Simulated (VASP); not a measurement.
NaI: single point with PBE

NaI:

```
Na I
1.0
     0.00000    3.21866    3.21866
     3.21866    0.00000    3.21866
     3.21866    3.21866    0.00000
Na I
1 1
Direct
  0.00000 0.00000 0.00000
  0.50000 0.50000 0.50000
```

```yaml
Program: VASP 6.6.1
Task: single point
Functional: PBE
Potentials_or_basis: VASP PAW PBE potentials, release 64 (Na_pv, I)
Cutoff: 500 eV
k_mesh: 6 × 6 × 6
Occupations: gaussian, width 0.1 eV
Spin: no spin polarisation
```

```yaml
Pressure: 0.7 GPa
Band_gap_on_the_k_mesh: 3.68 eV
```

Levels at points of the mesh, in eV from the valence-band top:
| k point | band 4 | band 5 | band 6 | band 7 | band 8 | band 9 | band 10 | band 11 |
| --- | --- | --- | --- | --- | --- | --- | --- | --- |
| (0.00, 0.00, 0.00) | -11.06 | 0.00 | 0.00 | 0.00 | 3.68 | 7.93 | 7.93 | 7.93 |
| (0.50, 0.00, 0.00) | -10.73 | -2.24 | -0.29 | -0.29 | 5.10 | 7.46 | 7.46 | 8.85 |
| (0.50, 0.50, 0.00) | -10.65 | -1.96 | -0.77 | -0.77 | 4.51 | 5.52 | 9.98 | 11.40 |

Wall time 32 s on 1 thread of Intel Xeon 8259CL, with other jobs on the host, peak memory 0.21 GiB.

Caveat: spin-orbit coupling is left out, which moves the levels of the heavy elements.
